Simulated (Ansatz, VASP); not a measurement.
**Ag in VASP and in Ansatz**

```xyz
1
Lattice="0.0000 2.0287 2.0287 2.0287 0.0000 2.0287 2.0287 2.0287 0.0000" Properties=species:S:1:pos:R:3 pbc="T T T"
Ag    0.0000    0.0000    0.0000
```

Alike in both runs: functional PBEsol; k mesh 8 × 8 × 8; occupations gaussian, width 0.1 eV; no spin polarisation.

Ansatz relaxed the structure, and its values are those at the end. VASP's run is a single point on that final structure, the one shown.

```csv
,VASP,Ansatz
version,VASP 6.6.1,Ansatz 0.2.0
potentials or method,"VASP PAW PBE potentials, release 64 (Ag), cutoff 500 eV","scalar-relativistic, plane waves, PAW"
valence electrons in the cell,11,19
```

|  | VASP | Ansatz | Ansatz less VASP |
| --- | --- | --- | --- |
| gap on the k mesh at the Fermi level (eV) | none | none | - |
| pressure (GPa) | 0.2 | 0.3 | +0.18 |

VASP's potentials were made for PBE, not for PBEsol. A gap of «none» marks a metal or a gap that the smearing closes. The functional is the same, so the differences come from potentials, cutoffs and numerics. VASP's potentials hold 11 valence electrons a cell and Ansatz's 19, so a difference there can come from the potentials and not from the codes.
